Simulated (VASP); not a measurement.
Here is a VASP 6.6.1 calculation.

File POSCAR:

```
TiO2
1.0
    1.5266980925      0.8814395546      7.1184721853
   -1.5266980925      0.8814395546      7.1184721853
    0.0000000000     -1.7628791093      7.1184721853
Ti O
1 2
Direct
    0.0000000000      0.0000000000      0.0000000000
    0.3795330000      0.3795330000      0.3795330000
    0.6204670000      0.6204670000      0.6204670000
```

The input INCAR.step1:

```
PREC = Accurate
ENCUT = 520
ISMEAR = -1
SIGMA = 0.05
LREAL = F
LASPH = T
NELM = 80
NBANDS = 19
GGA = PE
ALGO = Normal
EDIFF = 1E-4
LWAVE = T
LCHARG = F
```

The input INCAR.step2:

```
PREC = Accurate
ENCUT = 520
EDIFF = 1E-6
ISMEAR = -1
SIGMA = 0.05
LREAL = F
LASPH = T
NELM = 80
ALGO = Normal
ISIF = 2
LWAVE = F
LCHARG = F
METAGGA = R2SCAN
LMIXTAU = T
NBANDS = 19
ISTART = 1
```

Contents of KPOINTS:

```
regular mesh
0
Gamma
  10 10 10
```

Potentials or basis: VASP PAW PBE potentials, release 64 (Ti_sv, O).

Run with:

```console
$ cat potpaw_PBE.64/Ti_sv/POTCAR potpaw_PBE.64/O/POTCAR > POTCAR
$ cp INCAR.step1 INCAR
$ mpirun -np 1 vasp_std > vasp.out
$ cp INCAR.step2 INCAR
$ mpirun -np 1 vasp_std > vasp.out
```

(1) Estimate the pressure.

(2) What does it give for the largest force?

Answers

(1) -9.2 GPa.

(2) 1.137 eV/Å.

Caveat: the cell stands under tension; the PAW data sets were made with another functional, which shifts forces and pressure a little.
